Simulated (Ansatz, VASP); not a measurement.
**Mo: VASP beside Ansatz**

Contents of INCAR:

```
SYSTEM = Mo
PREC = Accurate ; ENCUT = 520
EDIFF = 1E-6 ; ISMEAR = 0
SIGMA = 0.15 ; LREAL = .False.
LASPH = .True. ; NELM = 80
ALGO = Fast ; ISIF = 2
LWAVE = .False. ; LCHARG = .False.
GGA = PE ; NBANDS = 13
```

File KPOINTS:

```
regular mesh
0
Gamma
  20 20 20
  0 0 0
```

Contents of POSCAR:

```
Mo
1.0
   -0.2201130824      2.0010280217      2.1511051233
    1.7809149393      0.0000000000      1.9309920409
    2.0010280217      2.0010280217     -0.2201130824
Mo
1
Direct
    0.0000000000      0.0000000000      0.0000000000
```

Input for Ansatz:

```yaml
crystal:
  lattice:
    - [-0.2201130824, 2.0010280217, 2.1511051233]
    - [1.7809149393, 0.0, 1.9309920409]
    - [2.0010280217, 2.0010280217, -0.2201130824]
  atoms:
    - { symbol: Mo, position: [0.0, 0.0, 0.0] }
basis:
  ecutwfc: 420
kpoints:
  mp_grid: { grid: [20, 20, 20] }
hamiltonian:
  xc: pbe
scf:
  occupations: { method: gaussian, width: 0.15 }
output:
  forces: true
  stress: true
  eigenvalues: true
```

Change from the starting cell: engineering shear strain xz -0.2200, normal strain along z +0.0750.

Alike in both runs: task single point; functional PBE; k mesh 20 × 20 × 20; occupations gaussian, width 0.15 eV; no spin polarisation.

|  | VASP | Ansatz |
| --- | --- | --- |
| version | VASP 6.6.1 | Ansatz 0.2.0 |
| potentials or method | VASP PAW PBE potentials, release 64 (Mo_sv), cutoff 520 eV | scalar-relativistic, plane waves, PAW |
| valence electrons in the cell | 14 | 14 |

|  | VASP | Ansatz | Ansatz less VASP |
| --- | --- | --- | --- |
| gap on the k mesh at the Fermi level (eV) | none | none | - |
| pressure (GPa) | -8.2 | -8.5 | -0.32 |
| traceless stress, the component that is largest in VASP (GPa) | 7.19 | 7.12 | -0.068 |

A gap of «none» marks a metal or a gap that the smearing closes. With one functional, cell and mesh, what is left measures potentials, basis and numerics.
